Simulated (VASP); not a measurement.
A run of VASP 6.6.1:

INCAR

```
PREC = Accurate
ENCUT = 520
EDIFF = 1E-6
ISMEAR = 0
SIGMA = 0.1
LREAL = False
LASPH = True
NELM = 80
ALGO = Normal
ISIF = 2
LWAVE = False
LCHARG = False
GGA = PE
NBANDS = 13
```

File KPOINTS:

```
Automatic mesh
0
Gamma
  12 12 16
```

Contents of POSCAR:

```
Al3H
1.0
    5.3825838953      0.0000000000      0.0000000000
   -2.6912919476      4.6614543913      0.0000000000
    0.0000000000      0.0000000000      2.6808415653
Al H
3 1
Direct
    0.5000000000      0.0000000000      0.5000000000
    0.0000000000      0.5000000000      0.5000000000
    0.5000000000      0.5000000000      0.5000000000
    0.0000000000      0.0000000000      0.0000000000
```

Potentials or basis: VASP PAW PBE potentials, release 64 (Al, H).

Launch:

```bash
$ cat potpaw_PBE.64/Al/POTCAR potpaw_PBE.64/H/POTCAR > POTCAR
$ mpirun -np 1 vasp_std > vasp.out
```

Hardware: 1 thread of Intel(R) Xeon(R) 6975P-C (Granite Rapids), on a shared host.

Task: How long does it take, and how much memory?

Result: Run time: 38 s on 1 thread of Intel(R) Xeon(R) 6975P-C (Granite Rapids), with other jobs on the host, peak memory 0.26 GiB. Counts: scf iterations 11, k points 171.
